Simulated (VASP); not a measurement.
# Ru (P6_3/mmc) in VASP: a series of runs

Ru is run at these levels: r2SCAN, PBE-based screened hybrid with 25 % exact exchange, B3LYP5; tasks: single point.

All numbers are computed with VASP 6.6.1; they aren't measurements. Logs are shortened: lines on timing, memory, paths and dates and some standing lists are left out, and cuts for length are marked.

### Step 1. The cell of the first run

The structure is hexagonal, space group P6_3/mmc (No. 194). The conventional cell has a = 2.669 Å, b = 2.669 Å, c = 4.224 Å, α = 90.00°, β = 90.00°, γ = 120.00°. Ru (site symmetry -6m2) has 12 Ru at 2.61 to 2.67 Å within 3.4 Å.

### Step 2. Single point, r2SCAN

POSCAR

```
Ru
1.0
    2.6692306523      0.0000000000      0.0000000000
   -1.3346153261      2.3116215535      0.0000000000
    0.0000000000      0.0000000000      4.2240293924
Ru
2
Direct
    0.6666666667      0.3333333333      0.7500000000
    0.3333333333      0.6666666667      0.2500000000
```

INCAR.step1

```
SYSTEM = Ru
  PREC = Accurate
  ENCUT = 620
  ISMEAR = -1
  SIGMA = 0.05
  LREAL = .FALSE.
  LASPH = .TRUE.
  NELM = 120
  NBANDS = 23
  GGA = PE
  ALGO = Normal
  EDIFF = 1E-5
  LWAVE = .TRUE.
  LCHARG = .FALSE.
  GGA_COMPAT = .FALSE.
```

INCAR.step2

```
SYSTEM = Ru
  PREC = Accurate
  ENCUT = 620
  EDIFF = 1E-6
  ISMEAR = -1
  SIGMA = 0.05
  LREAL = .FALSE.
  LASPH = .TRUE.
  NELM = 120
  ALGO = Normal
  ISIF = 2
  LWAVE = .FALSE.
  LCHARG = .FALSE.
  METAGGA = R2SCAN
  LMIXTAU = .TRUE.
  NBANDS = 23
  ISTART = 1
  GGA_COMPAT = .FALSE.
```

KPOINTS

```
Automatic mesh
0
G
  11 11 6
  0 0 0
```

Potentials or basis: VASP PAW PBE potentials, release 64 (Ru_sv).

Started as:

```console
$ cat potpaw_PBE.64/Ru_sv/POTCAR > POTCAR
$ cp INCAR.step1 INCAR
$ mpirun -np 1 vasp_std > vasp.out
$ cp INCAR.step2 INCAR
$ mpirun -np 1 vasp_std > vasp.out
```

OUTCAR:

```text
SYSTEM = Ru
   PREC = Accurate
   ENCUT = 620
   EDIFF = 1E-6
   ISMEAR = -1
   LREAL = .FALSE.
   LASPH = .TRUE.
   NELM = 120
   ISIF = 2
   METAGGA = R2SCAN
   ISTART = 1

 ion  position               nearest neighbor table
   1  0.667  0.333  0.750-   2 2.61   2 2.61   2 2.61   2 2.61   2 2.61   2 2.61
   2  0.333  0.667  0.250-   1 2.61   1 2.61   1 2.61   1 2.61   1 2.61   1 2.61

  LATTYP: Found a hexagonal cell.
 ALAT       =     2.6692306523
 C/A-ratio  =     1.5824894671

  Lattice vectors:

 A1 = (   2.6692306523,   0.0000000000,   0.0000000000)
 A2 = (  -1.3346153261,   2.3116215535,   0.0000000000)
 A3 = (   0.0000000000,   0.0000000000,   4.2240293924)

Analysis of symmetry for initial positions (statically):
=====================================================================
 Subroutine PRICEL returns:
 Original cell was already a primitive cell.

 Routine SETGRP: Setting up the symmetry group for a
 hexagonal supercell.

 Subroutine GETGRP returns: Found 24 space group operations
 (whereof 12 operations were pure point group operations)
 out of a pool of 24 trial point group operations.

The static configuration has the point symmetry D_3d.
 The point group associated with its full space group is D_6h.

Analysis of symmetry for dynamics (positions and initial velocities):
=====================================================================
 Subroutine PRICEL returns:
 Original cell was already a primitive cell.

 Routine SETGRP: Setting up the symmetry group for a
 hexagonal supercell.

 Subroutine GETGRP returns: Found 24 space group operations
 (whereof 12 operations were pure point group operations)
 out of a pool of 24 trial point group operations.

The dynamic configuration has the point symmetry D_3d.
 The point group associated with its full space group is D_6h.

 Subroutine INISYM returns: Found 24 space group operations
 (whereof 12 operations are pure point group operations),
 and found     1 'primitive' translations

----------------------------------------------------------------------------------------

                                     Primitive cell

  volume of cell :      26.0633

  direct lattice vectors                    reciprocal lattice vectors
     2.669230652  0.000000000  0.000000000     0.374639786  0.216298381  0.000000000
    -1.334615326  2.311621554  0.000000000     0.000000000  0.432596762  0.000000000
[... 68 lines left out ...]
   number of dos      NEDOS =    301   number of ions     NIONS =      2
   total plane-waves  NPLWV =  20736
   dimension x,y,z NGX =    24 NGY =   24 NGZ =   36
   dimension x,y,z NGXF=    48 NGYF=   48 NGZF=   72
   ions per type =               2
   NGX,Y,Z   is equivalent  to a cutoff of  14.95, 14.95, 14.17 a.u.
   NGXF,Y,Z  is equivalent  to a cutoff of  29.90, 29.90, 28.34 a.u.
 SYSTEM =  Ru
   PREC   = accura    normal or accurate (medium, high low for compatibility)
   ISTART =      1    job   : 0-new  1-cont  2-samecut
   ICHARG =      0    charge: 1-file 2-atom 10-const
   ISPIN  =      1    spin polarized calculation?
   LNONCOLLINEAR =      F non collinear calculations
   LSORBIT =      F    spin-orbit coupling
   LASPH  =      T    aspherical Exc in radial PAW
   ENCUT  =  620.0 eV  45.57 Ry    6.75 a.u.   5.42  5.42  8.58*2*pi/ulx,y,z
   NELM   =    120;   NELMIN=  2; NELMDL=  0     # of ELM steps
   EDIFF  = 0.1E-05   stopping-criterion for ELM
   LREAL  =      F    real-space projection
[... 7 lines left out ...]
   TEBEG  =    0.0;   TEEND  =   0.0 temperature during run
   PSTRESS=    0.0 pullay stress
   NELECT =      32.0000    total number of electrons
   NUPDOWN=      -1.0000    fix difference up-down
   EMIN   =  10.00;   EMAX   =-10.00  energy-range for DOS
   EFERMI =   0.00;   METHOD = LEGACY
   ISMEAR =    -1;   SIGMA  =   0.05  broadening in eV -4-tet -1-fermi 0-gaus
   EFERMI_NEDOS =   21; number of points for ismear=-14 and -15
   IALGO  =     38    algorithm
   IMIX   =      4    mixing-type and parameters
     AMIX     =   0.40;   BMIX     =  1.00
     AMIX_MAG =   1.60;   BMIX_MAG =  1.00
  volume/ion in A,a.u.               =      13.03        87.94
  Fermi-wavevector in a.u.,A,eV,Ry     =   1.752999  3.312687 41.810759  3.073004
  Thomas-Fermi vector in A             =   2.823220
   LORBIT       =      0    0 simple, 1 ext, 2 COOP (PROOUT), +10 PAW based schemes
   METAGGA = R2SCAN    functional components
   LHFCALC =     F    Hartree Fock is set to
   AEXX    =    0.0000 exact exchange contribution
   IVDW    =     0    specifies the selected vdW correction
   LEPSILON=     F    determine dielectric tensor
   LRPA    =     F    only Hartree local field effects (RPA)
 non-spin polarized calculation
  energy-cutoff  :      620.00
  volume of cell :       26.06
 maximum number of plane-waves:       935
 NGX is ok and might be reduce to    24
   NGX = 11   NGY = 11   NGZ = 17

 number of electron      32.0000003 magnetization

 Free energy of the ion-electron system (eV)
  ---------------------------------------------------
  ext. energy  EPLUGINS =         0.00000000
  ---------------------------------------------------
  free energy    TOTEN  =       -50.90119871 eV

  energy without entropy =      -50.88611864  energy(sigma->0) =      -50.89365867

 E-fermi :  15.8291     XC(G=0): -15.8349

 val. band max:       15.8060991669   @ k =   0.2727  -0.0000   0.0000
 cond. band min:      15.8497578583   @ k =   0.3636   0.0909   0.3333
 fundamental gap:      0.0436586914
 Fermi energy:        15.8291295040

 k-point     1 :       0.0000    0.0000    0.0000
  band No.  band energies     occupation
      1     -59.5274      2.00000
      2     -59.2610      2.00000
      3     -29.3528      2.00000
      4     -28.2077      2.00000
      5     -28.2077      2.00000
      6     -28.0011      2.00000
[... 613 lines left out ...]
     22      32.0942      0.00000
     23      33.5733      0.00000

 [... further k-points ...]
[... 5 lines left out ...]
  --------------------------------------------------------------------------------------
  -------------------------------------------------------------------------------------
  Total        2.1065231      2.1065231      2.1020327      0.0000000      0.0000000      0.0000000
  in kB      129.4932211    129.4932211    129.2171864      0.0000000      0.0000000      0.0000000
  external PRESSURE =     129.4012095 kB  Pullay stress =       0.0000000 kB

 VOLUME and BASIS-vectors are now :
 -----------------------------------------------------------------------------
  energy-cutoff  :      620.00
  volume of cell :       26.06
      direct lattice vectors                 reciprocal lattice vectors
     2.669230652  0.000000000  0.000000000     0.374639786  0.216298381  0.000000000
    -1.334615326  2.311621554  0.000000000     0.000000000  0.432596762  0.000000000
     0.000000000  0.000000000  4.224029392     0.000000000  0.000000000  0.236740777

 POSITION                                       TOTAL-FORCE (eV/Angst)
 -----------------------------------------------------------------------------------
      1.33462      0.77054      3.16802        -0.000000      0.000000      0.000000
     -0.00000      1.54108      1.05601         0.000000     -0.000000      0.000000
 -----------------------------------------------------------------------------------
    total drift:                               -0.000000      0.000000     -0.000000

  FREE ENERGIE OF THE ION-ELECTRON SYSTEM (eV)
  ---------------------------------------------------
  free  energy   TOTEN  =       -50.9011987107 eV

  energy  without entropy=      -50.8861186389  energy(sigma->0) =      -50.89365867
```

Run time: 3 min. Hardware: 1 thread of Intel Xeon Platinum 8259CL at 2.50GHz (Skylake/Cascade Lake), shared host; peak memory 0.18 GiB.

What came out:

```yaml
Free_energy: -50.9012 eV
Pressure: 12.9 GPa
Band_gap_on_the_k_mesh: zero (bands 16 and 17 overlap by 3.41 eV)
```

Levels at points of the mesh, in eV from the Fermi level:
| k point | band 13 | band 14 | band 15 | band 16 | band 17 | band 18 | band 19 | band 20 |
| --- | --- | --- | --- | --- | --- | --- | --- | --- |
| (0.00, 0.00, 0.00) | -2.60 | -2.05 | -2.05 | -1.48 | -1.48 | 1.38 | 1.38 | 1.48 |
| (0.00, 0.00, 0.50) | -2.98 | -2.98 | -2.88 | -2.88 | 0.68 | 0.68 | 0.68 | 0.68 |

Caveat: the cell stands under pressure; the PAW data sets were made with another functional, which shifts forces and pressure a little.

### Step 3. Single point, r2SCAN

This run uses another cell than the first one, of 13.49 Å³/atom.

POSCAR

```
Ru
1.0
    2.7021436369      0.0000000000      0.0000000000
   -1.3510718184      2.3401250342      0.0000000000
    0.0000000000      0.0000000000      4.2679422933
Ru
2
Direct
    0.6666666667      0.3333333333      0.7500000000
    0.3333333333      0.6666666667      0.2500000000
```

INCAR.step1

```
  PREC = Accurate
  ENCUT = 620
  ISMEAR = -1
  SIGMA = 0.05
  LREAL = F
  LASPH = T
  NELM = 120
  NBANDS = 23
  GGA = PE
  ALGO = Normal
  EDIFF = 1E-5
  LWAVE = T
  LCHARG = F
  GGA_COMPAT = F
```

INCAR.step2

```
  PREC = Accurate
  ENCUT = 620
  EDIFF = 1E-6
  ISMEAR = -1
  SIGMA = 0.05
  LREAL = F
  LASPH = T
  NELM = 120
  ALGO = Normal
  ISIF = 2
  LWAVE = F
  LCHARG = F
  METAGGA = R2SCAN
  LMIXTAU = T
  NBANDS = 23
  ISTART = 1
  GGA_COMPAT = F
```

KPOINTS

```
regular mesh
0
Gamma
  11 11 6
```

Potentials or basis: VASP PAW PBE potentials, release 64 (Ru_sv).

Started as:

```console
$ cat potpaw_PBE.64/Ru_sv/POTCAR > POTCAR
$ cp INCAR.step1 INCAR
$ mpirun -np 1 vasp_std > vasp.out
$ cp INCAR.step2 INCAR
$ mpirun -np 1 vasp_std > vasp.out
```

Wall time 83 s (1 thread of Intel Xeon Platinum 8488C (Sapphire Rapids), shared host); peak memory 0.18 GiB.

It converged, with:

- Free energy: -50.9384 eV
- Pressure: 0.1 GPa
- Band gap on the k mesh: zero (bands 16 and 17 overlap by 3.24 eV)

Levels at points of the mesh, in eV from the Fermi level:
```
           k point  band 13  band 14  band 15  band 16  band 17  band 18  band 19  band 20
(0.00, 0.00, 0.00)    -2.45    -1.94    -1.94    -1.42    -1.42     1.31     1.31     1.44
(0.00, 0.00, 0.50)    -2.84    -2.84    -2.76    -2.76     0.64     0.64     0.64     0.64
```

Caveat: the PAW data sets were made with another functional, which shifts forces and pressure a little.

### Step 4. Single point, PBE-based screened hybrid with 25 % exact exchange

This run uses another cell than the first one, of 13.85 Å³/atom.

POSCAR

```
Ru
1.0
    2.7237197275      0.0000000000      0.0000000000
   -1.3618598638      2.3588104769      0.0000000000
    0.0000000000      0.0000000000      4.3102577801
Ru
2
Direct
    0.6666666667      0.3333333333      0.7500000000
    0.3333333333      0.6666666667      0.2500000000
```

INCAR.step1

```
PREC = Accurate
ENCUT = 520
EDIFF = 1E-5
ISMEAR = -1
SIGMA = 0.05
LREAL = False
LASPH = True
NELM = 60
ALGO = Normal
ISIF = 2
LWAVE = True
LCHARG = False
NBANDS = 21
GGA = PE
```

INCAR.step2

```
PREC = Accurate
ENCUT = 520
EDIFF = 1E-6
ISMEAR = -1
SIGMA = 0.05
LREAL = False
LASPH = True
NELM = 60
ALGO = Normal
ISIF = 2
LWAVE = False
LCHARG = False
GGA = PE
LHFCALC = True
AEXX = 0.25
HFSCREEN = 0.3
PRECFOCK = Normal
NBANDS = 21
ISTART = 1
```

KPOINTS

```
regular mesh
0
Gamma
  6 6 3
```

Potentials or basis: VASP PAW PBE potentials, release 64 (Ru_pv).

Started as:

```console
$ cat potpaw_PBE.64/Ru_pv/POTCAR > POTCAR
$ cp INCAR.step1 INCAR
$ mpirun -np 1 vasp_std > vasp.out
$ cp INCAR.step2 INCAR
$ mpirun -np 1 vasp_std > vasp.out
```

OUTCAR:

```text
PREC = Accurate
   ENCUT = 520
   EDIFF = 1E-6
   ISMEAR = -1
   LREAL = False
   LASPH = True
   NELM = 60
   ISIF = 2
   GGA = PE
   LHFCALC = True
   AEXX = 0.25
   HFSCREEN = 0.3
   PRECFOCK = Normal
   ISTART = 1

 ion  position               nearest neighbor table
   1  0.667  0.333  0.750-   2 2.67   2 2.67   2 2.67   2 2.67   2 2.67   2 2.67
   2  0.333  0.667  0.250-   1 2.67   1 2.67   1 2.67   1 2.67   1 2.67   1 2.67

  LATTYP: Found a hexagonal cell.
 ALAT       =     2.7237197275
 C/A-ratio  =     1.5824894671

  Lattice vectors:

 A1 = (   2.7237197275,   0.0000000000,   0.0000000000)
 A2 = (  -1.3618598638,   2.3588104769,   0.0000000000)
 A3 = (   0.0000000000,   0.0000000000,   4.3102577801)

Analysis of symmetry for initial positions (statically):
=====================================================================
 Subroutine PRICEL returns:
 Original cell was already a primitive cell.

 Routine SETGRP: Setting up the symmetry group for a
 hexagonal supercell.
[... 159 lines left out ...]
  ext. energy  EPLUGINS =         0.00000000
  ---------------------------------------------------
  free energy    TOTEN  =       -20.90323386 eV

  energy without entropy =      -20.89283620  energy(sigma->0) =      -20.89803503

 E-fermi :  12.1434     XC(G=0): -11.5393

 val. band max:       12.1200331301   @ k =   0.1667   0.1667   0.0000
 cond. band min:      12.2240904806   @ k =   0.1667  -0.0000   0.3333
 fundamental gap:      0.1040573505
 Fermi energy:        12.1433728213

 k-point     1 :       0.0000    0.0000    0.0000
  band No.  band energies     occupation
      1     -34.3605      2.00000
      2     -33.3564      2.00000
      3     -33.3564      2.00000
      4     -33.1693      2.00000
      5     -33.1693      2.00000
      6     -33.1091      2.00000
[... 325 lines left out ...]
     20      25.3555      0.00000
     21      25.3623      0.00000

------------------------ aborting loop because EDIFF is reached ----------------------------------------

  FORCE on cell =-STRESS in cart. coord.  units (eV):
  Direction    XX          YY          ZZ          XY          YZ          ZX
  --------------------------------------------------------------------------------------
  -------------------------------------------------------------------------------------
  Total       -1.9062144     -1.9062144     -3.0799820      0.0000000     -0.0000000      0.0000000
  in kB     -110.2868218   -110.2868219   -178.1968601      0.0000000     -0.0000000      0.0000000
  external PRESSURE =    -132.9235013 kB  Pullay stress =       0.0000000 kB

 VOLUME and BASIS-vectors are now :
 -----------------------------------------------------------------------------
  energy-cutoff  :      520.00
  volume of cell :       27.69
      direct lattice vectors                 reciprocal lattice vectors
     2.723719727  0.000000000  0.000000000     0.367144971  0.211971248  0.000000000
    -1.361859864  2.358810477  0.000000000     0.000000000  0.423942496  0.000000000
     0.000000000  0.000000000  4.310257780     0.000000000  0.000000000  0.232004685

 POSITION                                       TOTAL-FORCE (eV/Angst)
 -----------------------------------------------------------------------------------
      1.36186      0.78627      3.23269        -0.000000     -0.000000     -0.000000
     -0.00000      1.57254      1.07756         0.000000      0.000000      0.000000
 -----------------------------------------------------------------------------------
    total drift:                                0.000000      0.000000     -0.000001

  FREE ENERGIE OF THE ION-ELECTRON SYSTEM (eV)
  ---------------------------------------------------
  free  energy   TOTEN  =       -20.9032338637 eV

  energy  without entropy=      -20.8928362032  energy(sigma->0) =      -20.89803503
```

OUTCAR.step1:

```text
PREC = Accurate
   ENCUT = 520
   EDIFF = 1E-5
   ISMEAR = -1
   LREAL = False
[... 547 lines left out ...]
      1.36186      0.78627      3.23269         0.000000      0.000000      0.000000
     -0.00000      1.57254      1.07756        -0.000000     -0.000000      0.000000
 -----------------------------------------------------------------------------------
    total drift:                                0.000000     -0.000000      0.000000

  FREE ENERGIE OF THE ION-ELECTRON SYSTEM (eV)
  ---------------------------------------------------
  free  energy   TOTEN  =       -18.3965442230 eV

  energy  without entropy=      -18.3852322636  energy(sigma->0) =      -18.39088824
```

Wall time 15 min (1 thread of Intel Xeon Platinum 8488C (Sapphire Rapids), shared host); peak memory 0.25 GiB.

Results:

| Quantity | Value |
| --- | --- |
| Free energy | -20.9032 eV |
| Pressure | -13.3 GPa |
| Band gap on the k mesh | zero (bands 14 and 15 overlap by 3.50 eV) |

Stress tensor (GPa, compression positive):
```
-11.03   0.00   0.00
  0.00 -11.03   0.00
  0.00   0.00 -17.82
```

Caveat: the k points lie up to 0.49 Å⁻¹ apart, too coarse for converged energies and pressures of a metal; the PAW data sets were made with another functional, which shifts forces and pressure a little.

[end of part 1 of 2]

The gap in the log of VASP goes by the Fermi energy; the results here count the filled bands.